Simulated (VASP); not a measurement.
# GaCo (Pm-3m) in VASP: single point with PBE

Aim: the single point of GaCo with PBE.

All numbers are computed with VASP 6.6.1; they aren't measurements. Logs are shortened: lines on timing, memory, paths and dates and some standing lists are left out, and cuts for length are marked.

## Step 1: The cell of the first run

It takes space group Pm-3m (No. 221, cubic). Conventional cell: a = 2.878 Å, b = 2.878 Å, c = 2.878 Å, α = 90.00°, β = 90.00°, γ = 90.00°. Ga (site symmetry m-3m) has 8 Co at 2.49 Å and 6 Ga at 2.88 Å within 3.3 Å. Within 3.3 Å of Co (site symmetry m-3m) lie 8 Ga at 2.49 Å and 6 Co at 2.88 Å.

## Step 2: Single point, PBE, collinear spin, ferromagnetic start

INCAR reads:

```
SYSTEM = GaCo
  PREC = Accurate
  ENCUT = 690
  EDIFF = 1E-6
  ISMEAR = -1
  SIGMA = 0.05
  LREAL = .False.
  LASPH = .True.
  NELM = 200
  ALGO = Normal
  ISIF = 2
  LWAVE = .False.
  LCHARG = .True.
  ISPIN = 2
  MAGMOM = 0 0.5
  LORBIT = 11
  NUPDOWN = 0.5
  LMAXMIX = 4
  GGA = PE
  LELF = .True.
  LVHAR = .True.
  NBANDS = 26
  GGA_COMPAT = .False.
```

KPOINTS reads:

```
Automatic mesh
0
Gamma
  8 8 8
  0 0 0
```

POSCAR reads:

```
GaCo
1.0
    2.8780000000      0.0000000000      0.0000000000
    0.0000000000      2.8780000000      0.0000000000
    0.0000000000      0.0000000000      2.8780000000
Ga Co
1 1
Direct
    0.5000000000      0.5000000000      0.5000000000
    0.0000000000      0.0000000000      0.0000000000
```

Potentials or basis: VASP PAW PBE potentials, release 64 (Ga_d, Co_sv).

On the command line:

```
> cat potpaw_PBE.64/Ga_d/POTCAR potpaw_PBE.64/Co_sv/POTCAR > POTCAR
> mpirun -np 1 vasp_std > vasp.out
```

OUTCAR:

```text
SYSTEM = GaCo
   PREC = Accurate
   ENCUT = 690
   EDIFF = 1E-6
   ISMEAR = -1
   LREAL = .False.
   LASPH = .True.
   NELM = 200
   ISIF = 2
   ISPIN = 2
   LORBIT = 11
   NUPDOWN = 0.5
   GGA = PE

 ion  position               nearest neighbor table
   1  0.500  0.500  0.500-   2 2.49   2 2.49   2 2.49   2 2.49   2 2.49   2 2.49   2 2.49   2 2.49

   2  0.000  0.000  0.000-   1 2.49   1 2.49   1 2.49   1 2.49   1 2.49   1 2.49   1 2.49   1 2.49

  LATTYP: Found a simple cubic cell.
 ALAT       =     2.8780000000

  Lattice vectors:

 A1 = (   2.8780000000,   0.0000000000,   0.0000000000)
 A2 = (   0.0000000000,   2.8780000000,   0.0000000000)
 A3 = (   0.0000000000,   0.0000000000,   2.8780000000)

Analysis of symmetry for initial positions (statically):
=====================================================================
 Subroutine PRICEL returns:
 Original cell was already a primitive cell.

 Routine SETGRP: Setting up the symmetry group for a
 simple cubic supercell.

 Subroutine GETGRP returns: Found 48 space group operations
 (whereof 48 operations were pure point group operations)
 out of a pool of 48 trial point group operations.

The static configuration has the point symmetry O_h .

Analysis of symmetry for dynamics (positions and initial velocities):
=====================================================================
 Subroutine PRICEL returns:
 Original cell was already a primitive cell.

 Routine SETGRP: Setting up the symmetry group for a
 simple cubic supercell.

 Subroutine GETGRP returns: Found 48 space group operations
 (whereof 48 operations were pure point group operations)
 out of a pool of 48 trial point group operations.

The dynamic configuration has the point symmetry O_h .

Analysis of structural, dynamic, and magnetic symmetry:
=====================================================================
 Subroutine PRICEL returns:
 Original cell was already a primitive cell.

 Routine SETGRP: Setting up the symmetry group for a
 simple cubic supercell.

 Subroutine GETGRP returns: Found 48 space group operations
 (whereof 48 operations were pure point group operations)
 out of a pool of 48 trial point group operations.

The overall configuration has the point symmetry O_h .

 Subroutine INISYM returns: Found 48 space group operations
 (whereof 48 operations are pure point group operations),
 and found     1 'primitive' translations

----------------------------------------------------------------------------------------

[... 115 lines left out ...]
  Thomas-Fermi vector in A             =   2.834868
   LORBIT       =     11    0 simple, 1 ext, 2 COOP (PROOUT), +10 PAW based schemes
   GGA     = PE    functional components
   LHFCALC =     F    Hartree Fock is set to
   AEXX    =    0.0000 exact exchange contribution
   IVDW    =     0    specifies the selected vdW correction
   LEPSILON=     F    determine dielectric tensor
   LRPA    =     F    only Hartree local field effects (RPA)
 spin polarized calculation
  energy-cutoff  :      690.00
  volume of cell :       23.84
 maximum number of plane-waves:       992
 NGX is ok and might be reduce to    28
   NGX = 13   NGY = 13   NGZ = 13

 number of electron      29.9999996 magnetization       0.4999997

 Free energy of the ion-electron system (eV)
  ---------------------------------------------------
  ext. energy  EPLUGINS =         0.00000000
  ---------------------------------------------------
  free energy    TOTEN  =       -10.50190245 eV

  energy without entropy =      -10.48903016  energy(sigma->0) =      -10.49546630

 E-fermi :  10.1790     XC(G=0): -13.4097

 val. band max:       10.5091698436   @ k =   0.3750   0.1250   0.0000
 cond. band min:      10.2083272327   @ k =   0.3750   0.3750   0.3750
 fundamental gap:     -0.3008426108
 Fermi energy:        10.5771747441

 spin component 1

 k-point     1 :       0.0000    0.0000    0.0000
  band No.  band energies     occupation
      1     -84.4203      1.00000
      2     -47.7124      1.00000
      3     -47.7124      1.00000
      4     -47.7124      1.00000
      5      -4.5826      1.00000
      6      -4.5826      1.00000
[... 685 lines left out ...]
     25      34.0203      0.00000
     26      37.8632      0.00000

 [... further k-points ...]

 spin component 2

 k-point     1 :       0.0000    0.0000    0.0000
  band No.  band energies     occupation
      1     -83.7802      1.00000
      2     -47.0886      1.00000
      3     -47.0886      1.00000
      4     -47.0886      1.00000
      5      -4.5890      1.00000
      6      -4.5890      1.00000
[... 685 lines left out ...]
     25      34.0044      0.00000
     26      37.8409      0.00000

 [... further k-points ...]

------------------------ aborting loop because EDIFF is reached ----------------------------------------

  FORCE on cell =-STRESS in cart. coord.  units (eV):
  Direction    XX          YY          ZZ          XY          YZ          ZX
  --------------------------------------------------------------------------------------
  -------------------------------------------------------------------------------------
  Total        0.3094386      0.3094386      0.3094386     -0.0000000      0.0000000     -0.0000000
  in kB       20.7975744     20.7975744     20.7975744     -0.0000000      0.0000000     -0.0000000
  external PRESSURE =      20.7975744 kB  Pullay stress =       0.0000000 kB

 VOLUME and BASIS-vectors are now :
 -----------------------------------------------------------------------------
  energy-cutoff  :      690.00
  volume of cell :       23.84
      direct lattice vectors                 reciprocal lattice vectors
     2.878000000  0.000000000  0.000000000     0.347463516  0.000000000  0.000000000
     0.000000000  2.878000000  0.000000000     0.000000000  0.347463516  0.000000000
     0.000000000  0.000000000  2.878000000     0.000000000  0.000000000  0.347463516

 POSITION                                       TOTAL-FORCE (eV/Angst)
 -----------------------------------------------------------------------------------
      1.43900      1.43900      1.43900         0.000000      0.000000      0.000000
      0.00000      0.00000      0.00000         0.000000      0.000000      0.000000
 -----------------------------------------------------------------------------------
    total drift:                               -0.000000      0.000000      0.000000

  FREE ENERGIE OF THE ION-ELECTRON SYSTEM (eV)
  ---------------------------------------------------
  free  energy   TOTEN  =       -10.5019024478 eV

  energy  without entropy=      -10.4890301557  energy(sigma->0) =      -10.49546630

 total charge

# of ion       s       p       d       tot
------------------------------------------
    1        0.847   0.897  10.050  11.794
    2        2.193   6.089   6.890  15.172
--------------------------------------------------
tot          3.040   6.985  16.940  26.965

 magnetization (x)

# of ion       s       p       d       tot
------------------------------------------
    1       -0.004  -0.012  -0.005  -0.021
    2        0.004   0.000   0.528   0.533
--------------------------------------------------
tot          0.000  -0.012   0.523   0.511
```

stdout:

```text
POSCAR found type information on POSCAR GaCo
 POSCAR found :  2 types and       2 ions
 scaLAPACK will be used
 LDA part: xc-table for (Slater+PW92), standard interpolation
 POSCAR, INCAR and KPOINTS ok, starting setup
 FFT: planning ... GRIDC
 FFT: planning ... GRID_SOFT
 FFT: planning ... GRID
 WAVECAR not read
 entering main loop
```

Run time: 56 s. Hardware: 1 thread of Intel Xeon Platinum 8124M at 3.00GHz (Skylake/Cascade Lake), shared host; peak memory 0.2 GiB.

Results:

| Quantity | Value |
| --- | --- |
| Free energy | -10.5019 eV |
| Pressure | 2.1 GPa |
| Net moment | 0.50 μB per cell |
| Site moments | Ga -0.02; Co +0.53 μB |
| Valence electrons inside the program's atomic spheres | Ga 11.79; Co 15.17 |

Caveat: the total moment is fixed, so each spin has its own Fermi level and the state may be an excited one.
